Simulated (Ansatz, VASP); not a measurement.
Si in VASP and in Ansatz

File INCAR:

```
PREC = Accurate
ENCUT = 520
EDIFF = 1E-8
ISMEAR = -1
SIGMA = 0.05
LREAL = False
LASPH = True
NELM = 80
ALGO = Normal
ISIF = 2
LWAVE = False
LCHARG = False
GGA = CA
LEFG = True
NBANDS = 11
```

KPOINTS

```
Automatic mesh
0
Gamma
  16 16 16
```

File POSCAR:

```
Si
1.0
   -2.2874350000      2.3782600000      1.2738250000
    2.2619350000     -2.4037600000      1.2761750000
    2.2400650000      2.3587400000     -1.3211950000
Si
2
Direct
    0.8070000000      0.5570000000      0.2500000000
    0.1930000000      0.4430000000      0.7500000000
```

Input for Ansatz:

```yaml
crystal:
  lattice:
    - [-2.287435, 2.37826, 1.273825]
    - [2.261935, -2.40376, 1.276175]
    - [2.240065, 2.35874, -1.321195]
  atoms:
    - { symbol: Si, position: [0.807, 0.557, 0.25] }
    - { symbol: Si, position: [0.193, 0.443, 0.75] }
kpoints:
  mp_grid: { grid: [16, 16, 16] }
scf:
  occupations: { method: fermi_dirac, width: 0.05 }
hamiltonian:
  xc: lda
  pseudopotentials: { kind: all_electron, datasets: crystal }
output:
  forces: true
  stress: true
  eigenvalues: true
  efg: { contact_densities: true }
```

Change from the starting cell: equal xy, yz and zx shear strains of -2 %, crystal datasets.

Alike in both runs: task electric field gradients; functional LDA; k mesh 16 × 16 × 16; occupations fermi-dirac, width 0.05 eV; no spin polarisation.

|  | VASP | Ansatz |
| --- | --- | --- |
| version | VASP 6.6.1 | Ansatz 0.2.0 |
| potentials or method | VASP PAW LDA potentials, release 64 (Si), cutoff 520 eV | all-electron PAW with datasets made for the crystal, scalar-relativistic |

|  | VASP | Ansatz | Ansatz less VASP |
| --- | --- | --- | --- |
| pressure (GPa) | 11.0 | 10.8 | -0.17 |
| traceless stress, the component that is largest in VASP (GPa) | 1.71 | 1.67 | -0.048 |
| rms of the force components (eV/Å) | 0.036 | 0.035 | -0.0005 |
| size of Vzz on the site where it differs most (V/Å²) | 26.5 | 25.8 | -0.75 |

LDA's correlation is that of Perdew and Zunger in VASP and of Perdew and Wang (1992) in Ansatz. Atom by atom the forces differ by 0.001 eV/Å (rms over components). Ansatz ran all-electron here, and VASP with PAW potentials.
